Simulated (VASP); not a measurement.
# Ag (P6_3/mmc) in VASP: notebook, part 2 of 2

VASP 6.6.1. The steps go on from the part before.

## 3. Single point, r2SCAN (volume scaled by 1.04)

Contents of POSCAR:

```
Ag
1.0
    2.9535938708      0.0000000000      0.0000000000
   -1.4767969354      2.5578873245      0.0000000000
    0.0000000000      0.0000000000      4.7765950273
Ag
2
Direct
    0.3333333333      0.6666666667      0.2500000000
    0.6666666667      0.3333333333      0.7500000000
```

Contents of INCAR.step1:

```
SYSTEM = Ag
ALGO = Normal
EDIFF = 1E-4
ENCUT = 520
GGA = PE
ISMEAR = -1
LASPH = .TRUE.
LCHARG = .FALSE.
LREAL = .FALSE.
LWAVE = .TRUE.
NBANDS = 18
NELM = 60
PREC = Accurate
SIGMA = 0.1
```

Contents of INCAR.step2:

```
SYSTEM = Ag
ALGO = Normal
EDIFF = 1E-7
ENCUT = 520
ISIF = 2
ISMEAR = -1
ISTART = 1
LASPH = .TRUE.
LCHARG = .FALSE.
LMIXTAU = .TRUE.
LREAL = .FALSE.
LWAVE = .FALSE.
METAGGA = R2SCAN
NBANDS = 18
NELM = 60
PREC = Accurate
SIGMA = 0.1
```

Contents of KPOINTS:

```
k-points
0
G
  14 14 8
  0 0 0
```

Potentials or basis: VASP PAW PBE potentials, release 64 (Ag).

Run with:

```
$ cat potpaw_PBE.64/Ag/POTCAR > POTCAR
$ cp INCAR.step1 INCAR
$ mpirun -np 1 vasp_std > vasp.out
$ cp INCAR.step2 INCAR
$ mpirun -np 1 vasp_std > vasp.out
```

OUTCAR:

```text
SYSTEM = Ag
   EDIFF = 1E-7
   ENCUT = 520
   ISIF = 2
   ISMEAR = -1
   ISTART = 1
   LASPH = .TRUE.
   LREAL = .FALSE.
   METAGGA = R2SCAN
   NELM = 60
   PREC = Accurate

 ion  position               nearest neighbor table
   1  0.333  0.667  0.250-   2 2.93   2 2.93   2 2.93   2 2.93   2 2.93   2 2.93
   2  0.667  0.333  0.750-   1 2.93   1 2.93   1 2.93   1 2.93   1 2.93   1 2.93

  LATTYP: Found a hexagonal cell.
 ALAT       =     2.9535938708
 C/A-ratio  =     1.6172145651

  Lattice vectors:

 A1 = (   2.9535938708,   0.0000000000,   0.0000000000)
 A2 = (  -1.4767969354,   2.5578873245,   0.0000000000)
 A3 = (   0.0000000000,   0.0000000000,   4.7765950273)

Analysis of symmetry for initial positions (statically):
=====================================================================
 Subroutine PRICEL returns:
 Original cell was already a primitive cell.

 Routine SETGRP: Setting up the symmetry group for a
 hexagonal supercell.

 Subroutine GETGRP returns: Found 24 space group operations
 (whereof 12 operations were pure point group operations)
[... 158 lines left out ...]
 Free energy of the ion-electron system (eV)
  ---------------------------------------------------
  ext. energy  EPLUGINS =         0.00000000
  ---------------------------------------------------
  free energy    TOTEN  =       -42.69795544 eV

  energy without entropy =      -42.68080217  energy(sigma->0) =      -42.68937880

 E-fermi :   7.6670     XC(G=0): -12.5748

 val. band max:        7.6571725408   @ k =   0.0714   0.0714   0.1250
 cond. band min:       7.6709511166   @ k =   0.4286   0.0714   0.2500
 fundamental gap:      0.0137785759
 Fermi energy:         7.6670015111

 k-point     1 :       0.0000    0.0000    0.0000
  band No.  band energies     occupation
      1       0.1407      2.00000
      2       1.3023      2.00000
      3       2.7702      2.00000
      4       2.8217      2.00000
      5       2.8217      2.00000
      6       3.0479      2.00000
[... 481 lines left out ...]
      5       2.7145      2.00000
      6       2.8394      2.00000
[... 10 lines left out ...]
     17      18.2748      0.00000
     18      19.2628      0.00000

 [... further k-points ...]
[... 5 lines left out ...]
  --------------------------------------------------------------------------------------
  -------------------------------------------------------------------------------------
  Total       -0.8470134     -0.8470134     -0.7019949      0.0000000      0.0000000      0.0000000
  in kB      -37.6054037    -37.6054037    -31.1669222      0.0000000      0.0000000      0.0000000
  external PRESSURE =     -35.4592432 kB  Pullay stress =       0.0000000 kB

 VOLUME and BASIS-vectors are now :
 -----------------------------------------------------------------------------
  energy-cutoff  :      520.00
  volume of cell :       36.09
      direct lattice vectors                 reciprocal lattice vectors
     2.953593871  0.000000000  0.000000000     0.338570583  0.195473817  0.000000000
    -1.476796935  2.557887324  0.000000000     0.000000000  0.390947635  0.000000000
     0.000000000  0.000000000  4.776595027     0.000000000  0.000000000  0.209354152

 POSITION                                       TOTAL-FORCE (eV/Angst)
 -----------------------------------------------------------------------------------
     -0.00000      1.70526      1.19415        -0.000000      0.000000      0.000000
      1.47680      0.85263      3.58245         0.000000     -0.000000      0.000000
 -----------------------------------------------------------------------------------
    total drift:                                0.000000     -0.000000      0.000000

  FREE ENERGIE OF THE ION-ELECTRON SYSTEM (eV)
  ---------------------------------------------------
  free  energy   TOTEN  =       -42.6979554408 eV

  energy  without entropy=      -42.6808021686  energy(sigma->0) =      -42.68937880
```

Run time: 2.6 min. Hardware: 1 thread of Intel Xeon 6975P-C, shared host; peak memory 0.21 GiB.

What came out:

| Item | Value |
| --- | --- |
| Free energy | -42.6980 eV |
| Pressure | -3.5 GPa |
| Band gap on the k mesh | zero (band 11 reaches 11.33 eV, above the bottom of band 12 at 4.00 eV) |

Stress tensor (GPa, compression positive):
```
-3.76  0.00  0.00
 0.00 -3.76  0.00
 0.00  0.00 -3.12
```

Levels at points of the mesh, in eV from the Fermi level:
| k point | band 8 | band 9 | band 10 | band 11 | band 12 | band 13 | band 14 | band 15 |
| --- | --- | --- | --- | --- | --- | --- | --- | --- |
| (0.00, 0.00, 0.00) | -4.34 | -4.34 | -3.37 | -3.37 | -0.09 | 3.53 | 16.04 | 18.14 |
| (0.50, 0.00, 0.00) | -3.27 | -3.18 | -3.14 | 0.12 | 1.41 | 7.00 | 7.24 | 9.32 |
| (0.00, 0.00, 0.50) | -4.53 | -3.66 | -3.66 | -3.66 | -3.66 | 11.34 | 11.34 | 16.39 |
| (0.50, 0.00, 0.50) | -3.39 | -3.19 | -3.19 | 0.91 | 0.91 | 4.40 | 4.40 | 13.63 |

Caveat: the PAW data sets were made with another functional, which shifts forces and pressure a little.
